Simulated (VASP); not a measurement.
# MoC3 (Pm-3m) in VASP: further runs

Runs on MoC3. Level: PBE. Tasks: single point.

Program: VASP 6.6.1. These are calculated values, not measurements. Logs are shortened: lines on timing, memory, paths and dates and some standing lists are left out, and cuts for length are marked.

**1. The cell of the first run**

Symmetry: Pm-3m, No. 221, cubic system. Conventional cell: a = 3.235 Å, b = 3.235 Å, c = 3.235 Å, α = 90.00°, β = 90.00°, γ = 90.00°. Mo (site symmetry m-3m) has 12 C at 2.29 Å within 3.0 Å. Within 3.0 Å of C (site symmetry 4/mmm) lie 4 Mo at 2.29 Å and 8 C at 2.29 Å.

**2. Single point, PBE**

Input file INCAR:

```
SYSTEM = MoC3
  ALGO = Normal
  EDIFF = 1E-6
  ENCUT = 520
  GGA = PE
  ISIF = 2
  ISMEAR = 0
  LASPH = .TRUE.
  LCHARG = .FALSE.
  LREAL = .FALSE.
  LWAVE = .FALSE.
  NBANDS = 21
  NELM = 60
  PREC = Accurate
  SIGMA = 0.1
```

Input file KPOINTS:

```
k-points
0
G
  6 6 6
  0 0 0
```

Input file POSCAR:

```
MoC3
1.0
    3.2352048555      0.0000000000      0.0000000000
    0.0000000000      3.2352048555      0.0000000000
    0.0000000000      0.0000000000      3.2352048555
Mo C
1 3
Direct
    0.0000000000      0.0000000000      0.0000000000
    0.0000000000      0.5000000000      0.5000000000
    0.5000000000      0.0000000000      0.5000000000
    0.5000000000      0.5000000000      0.0000000000
```

Potentials or basis: VASP PAW PBE potentials, release 64 (Mo_sv, C).

Started as:

```console
> cat potpaw_PBE.64/Mo_sv/POTCAR potpaw_PBE.64/C/POTCAR > POTCAR
> mpirun -np 1 vasp_std > vasp.out
```

OUTCAR:

```text
SYSTEM = MoC3
   EDIFF = 1E-6
   ENCUT = 520
   GGA = PE
   ISIF = 2
   ISMEAR = 0
   LASPH = .TRUE.
   LREAL = .FALSE.
   NELM = 60
   PREC = Accurate

 ion  position               nearest neighbor table
   1  0.000  0.000  0.000-   2 2.29   3 2.29   4 2.29   2 2.29   3 2.29   2 2.29   4 2.29   2 2.29
                             3 2.29   4 2.29   3 2.29   4 2.29
   2  0.000  0.500  0.500-   1 2.29   1 2.29   1 2.29   1 2.29
   3  0.500  0.000  0.500-   1 2.29   1 2.29   1 2.29   1 2.29
   4  0.500  0.500  0.000-   1 2.29   1 2.29   1 2.29   1 2.29

  LATTYP: Found a simple cubic cell.
 ALAT       =     3.2352048555

  Lattice vectors:

 A1 = (   3.2352048555,   0.0000000000,   0.0000000000)
 A2 = (   0.0000000000,   3.2352048555,   0.0000000000)
 A3 = (   0.0000000000,   0.0000000000,   3.2352048555)

Analysis of symmetry for initial positions (statically):
=====================================================================
 Subroutine PRICEL returns:
 Original cell was already a primitive cell.

 Routine SETGRP: Setting up the symmetry group for a
 simple cubic supercell.

 Subroutine GETGRP returns: Found 48 space group operations
 (whereof 48 operations were pure point group operations)
 out of a pool of 48 trial point group operations.

The static configuration has the point symmetry O_h .

Analysis of symmetry for dynamics (positions and initial velocities):
=====================================================================
 Subroutine PRICEL returns:
 Original cell was already a primitive cell.

 Routine SETGRP: Setting up the symmetry group for a
 simple cubic supercell.

 Subroutine GETGRP returns: Found 48 space group operations
 (whereof 48 operations were pure point group operations)
 out of a pool of 48 trial point group operations.

The dynamic configuration has the point symmetry O_h .

 Subroutine INISYM returns: Found 48 space group operations
 (whereof 48 operations are pure point group operations),
 and found     1 'primitive' translations

----------------------------------------------------------------------------------------
[... 84 lines left out ...]
   ISTART =      0    job   : 0-new  1-cont  2-samecut
   ICHARG =      2    charge: 1-file 2-atom 10-const
   ISPIN  =      1    spin polarized calculation?
   LNONCOLLINEAR =      F non collinear calculations
   LSORBIT =      F    spin-orbit coupling
   LASPH  =      T    aspherical Exc in radial PAW
   ENCUT  =  520.0 eV  38.22 Ry    6.18 a.u.   6.02  6.02  6.02*2*pi/ulx,y,z
   NELM   =     60;   NELMIN=  2; NELMDL= -5     # of ELM steps
   EDIFF  = 0.1E-05   stopping-criterion for ELM
   LREAL  =      F    real-space projection
   EDIFFG = 0.1E-04   stopping-criterion for IOM
   NSW    =      0    number of steps for IOM
   IBRION =     -1    ionic relax: 0-MD 1-quasi-New 2-CG
   NFREE  =      0    steps in history (QN), initial steepest desc. (CG)
   ISIF   =      2    stress and relaxation
   ISYM   =      2    0-nonsym 1-usesym 2-fastsym
   POTIM  = 0.5000    time-step for ionic-motion
   TEBEG  =    0.0;   TEEND  =   0.0 temperature during run
   PSTRESS=    0.0 pullay stress
   NELECT =      26.0000    total number of electrons
   NUPDOWN=      -1.0000    fix difference up-down
   EMIN   =  10.00;   EMAX   =-10.00  energy-range for DOS
   EFERMI =   0.00;   METHOD = LEGACY
   ISMEAR =     0;   SIGMA  =   0.10  broadening in eV -4-tet -1-fermi 0-gaus
   EFERMI_NEDOS =   21; number of points for ismear=-14 and -15
   IALGO  =     38    algorithm
   IMIX   =      4    mixing-type and parameters
     AMIX     =   0.40;   BMIX     =  1.00
     AMIX_MAG =   1.60;   BMIX_MAG =  1.00
  volume/ion in A,a.u.               =       8.47        57.13
  Fermi-wavevector in a.u.,A,eV,Ry     =   1.499101  2.832890 30.576415  2.247303
  Thomas-Fermi vector in A             =   2.610774
   LORBIT       =      0    0 simple, 1 ext, 2 COOP (PROOUT), +10 PAW based schemes
   GGA     = PE    functional components
   LHFCALC =     F    Hartree Fock is set to
   AEXX    =    0.0000 exact exchange contribution
   IVDW    =     0    specifies the selected vdW correction
   LEPSILON=     F    determine dielectric tensor
   LRPA    =     F    only Hartree local field effects (RPA)
 non-spin polarized calculation
 Gauss-broadening in eV      SIGMA  =   0.10
  energy-cutoff  :      520.00
  volume of cell :       33.86
 maximum number of plane-waves:       931
   NGX = 13   NGY = 13   NGZ = 13

 number of electron      26.0000001 magnetization

 Free energy of the ion-electron system (eV)
  ---------------------------------------------------
  ext. energy  EPLUGINS =         0.00000000
  ---------------------------------------------------
  free energy    TOTEN  =       -28.74890899 eV

  energy without entropy =      -28.73703583  energy(sigma->0) =      -28.74297241

 E-fermi :  11.1343     XC(G=0): -13.4554

 val. band max:       11.0962075858   @ k =   0.5000   0.3333   0.0000
 cond. band min:      11.1648284644   @ k =   0.5000   0.5000   0.0000
 fundamental gap:      0.0686208786
 Fermi energy:        11.1342962241

 k-point     1 :       0.0000    0.0000    0.0000
  band No.  band energies     occupation
      1     -50.9162      2.00000
      2     -24.9410      2.00000
      3     -24.9410      2.00000
      4     -24.9410      2.00000
      5      -5.5149      2.00000
      6       2.5128      2.00000
[... 469 lines left out ...]
     20      16.5032      0.00000
     21      16.5032      0.00000

------------------------ aborting loop because EDIFF is reached ----------------------------------------

  FORCE on cell =-STRESS in cart. coord.  units (eV):
  Direction    XX          YY          ZZ          XY          YZ          ZX
  --------------------------------------------------------------------------------------
  -------------------------------------------------------------------------------------
  Total        0.0115839      0.0115839      0.0115839     -0.0000000     -0.0000000     -0.0000000
  in kB        0.5481012      0.5481012      0.5481012     -0.0000000     -0.0000000     -0.0000000
  external PRESSURE =       0.5481012 kB  Pullay stress =       0.0000000 kB

 VOLUME and BASIS-vectors are now :
 -----------------------------------------------------------------------------
  energy-cutoff  :      520.00
  volume of cell :       33.86
      direct lattice vectors                 reciprocal lattice vectors
     3.235204856  0.000000000  0.000000000     0.309099437  0.000000000  0.000000000
     0.000000000  3.235204856  0.000000000     0.000000000  0.309099437  0.000000000
     0.000000000  0.000000000  3.235204856     0.000000000  0.000000000  0.309099437

 POSITION                                       TOTAL-FORCE (eV/Angst)
 -----------------------------------------------------------------------------------
      0.00000      0.00000      0.00000         0.000000      0.000000      0.000000
      0.00000      1.61760      1.61760         0.000000      0.000000      0.000000
      1.61760      0.00000      1.61760         0.000000      0.000000      0.000000
      1.61760      1.61760      0.00000         0.000000      0.000000      0.000000
 -----------------------------------------------------------------------------------
    total drift:                                0.000000     -0.000000     -0.000000

  FREE ENERGIE OF THE ION-ELECTRON SYSTEM (eV)
  ---------------------------------------------------
  free  energy   TOTEN  =       -28.7489089942 eV

  energy  without entropy=      -28.7370358314  energy(sigma->0) =      -28.74297241
```

stdout:

```text
POSCAR found type information on POSCAR MoC
 POSCAR found :  2 types and       4 ions
 scaLAPACK will be used
 LDA part: xc-table for (Slater+PW92), standard interpolation
 POSCAR, INCAR and KPOINTS ok, starting setup
 FFT: planning ... GRIDC
 FFT: planning ... GRID_SOFT
 FFT: planning ... GRID
 WAVECAR not read
 entering main loop
```

Wall time 16 s (1 thread of Intel Xeon Platinum 8259CL at 2.50GHz (Skylake/Cascade Lake), shared host); peak memory 0.14 GiB.

Results:

```yaml
Free_energy: -28.7489 eV
Pressure: 0.1 GPa
Band_gap_on_the_k_mesh: zero (band 13 reaches 12.39 eV, above the bottom of band 14 at 10.57 eV)
```

**3. Single point, PBE**

This run uses another cell than the first one, of 9.15 Å³/atom, 1.081 times its volume.

Input file INCAR:

```
ALGO = Normal
EDIFF = 1E-6
ENCUT = 520
GGA = PE
ISIF = 2
ISMEAR = 0
LASPH = T
LCHARG = T
LELF = T
LREAL = F
LVHAR = T
LWAVE = F
NBANDS = 21
NELM = 80
PREC = Accurate
SIGMA = 0.1
```

Input file KPOINTS:

```
k-points
0
Gamma
  6 6 6
```

Input file POSCAR:

```
MoC3
1.0
    3.3197915425      0.0000000000      0.0000000000
    0.0000000000      3.3197915425      0.0000000000
    0.0000000000      0.0000000000      3.3197915425
Mo C
1 3
Direct
    0.0000000000      0.0000000000      0.0000000000
    0.0000000000      0.5000000000      0.5000000000
    0.5000000000      0.0000000000      0.5000000000
    0.5000000000      0.5000000000      0.0000000000
```

Potentials or basis: VASP PAW PBE potentials, release 64 (Mo_sv, C).

Started as:

```console
> cat potpaw_PBE.64/Mo_sv/POTCAR potpaw_PBE.64/C/POTCAR > POTCAR
> mpirun -np 1 vasp_std > vasp.out
```

Run time: 26 s. Hardware: 1 thread of Intel Xeon Platinum 8259CL at 2.50GHz (Skylake/Cascade Lake), shared host; peak memory 0.16 GiB.

Results (log left out):

```yaml
Free_energy: -28.5976 eV
Pressure: -16.9 GPa
Band_gap_on_the_k_mesh: zero (band 13 reaches 11.09 eV, above the bottom of band 14 at 9.49 eV)
```

Levels at points of the mesh, in eV from the Fermi level:
```tsv
k point	band 11	band 12	band 13	band 14	band 15	band 16
(0.00, 0.00, 0.00)	-0.55	-0.55	-0.55	0.65	0.65	0.65
(0.50, 0.00, 0.00)	-1.14	-1.14	-0.78	-0.35	0.86	1.87
(0.50, 0.50, 0.00)	-1.52	-0.62	-0.14	-0.04	-0.04	1.29
(0.50, 0.50, 0.50)	-5.36	0.82	0.82	2.72	2.72	2.72
```
